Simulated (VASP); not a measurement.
Wanted: the native input for a VASP 6.6.1 run.

| Property | Result |
| --- | --- |
| Task | single point |
| Functional | PBE |
| Potentials or basis | VASP PAW PBE potentials, release 64 (Li_sv, H) |
| Cutoff | 520 eV |
| k mesh | 9 × 9 × 4 |
| Occupations | gaussian, width 0.01 eV |
| Spin | no spin polarisation |
| Dipole correction | no |
| Further INCAR settings | ALGO = Normal; EDIFF = 1e-06; NBANDS = 12 |

The structure of LiH lies in POSCAR:

```
LiH
1.0
    2.7535479250      0.0000000000      0.0000000000
   -1.3767739625      2.3846424536      0.0000000000
    0.0000000000      0.0000000000      4.8354267241
Li H
2 2
Direct
    0.0000000000      0.0000000000      0.0000000000
    0.0000000000      0.0000000000      0.5000000000
    0.3333333333      0.6666666667      0.2500000000
    0.6666666667      0.3333333333      0.7500000000
```

This cell differs from its parent crystal: volume changed by -3%.

One way to write it, as run:

INCAR

```
SYSTEM = LiH
PREC = Accurate
ENCUT = 520
EDIFF = 1E-6
ISMEAR = 0
SIGMA = 0.01
LREAL = .False.
LASPH = .True.
NELM = 100
ALGO = Normal
ISIF = 2
LWAVE = .False.
LCHARG = .False.
GGA = PE
NBANDS = 12
```

KPOINTS

```
Automatic mesh
0
Gamma
  9 9 4
  0 0 0
```

Potentials or basis: VASP PAW PBE potentials, release 64 (Li_sv, H).

Launch:

```console
$ cat potpaw_PBE.64/Li_sv/POTCAR potpaw_PBE.64/H/POTCAR > POTCAR
$ mpirun -np 1 vasp_std > vasp.out
```

It gave:

```yaml
Band_gap_on_the_k_mesh: 4.52 eV, indirect (least direct gap 5.03 eV)
```

Wall time 12 s on 1 thread of Intel(R) Xeon(R) Platinum 8488C (Sapphire Rapids), with other jobs on the host, peak memory 0.14 GiB.
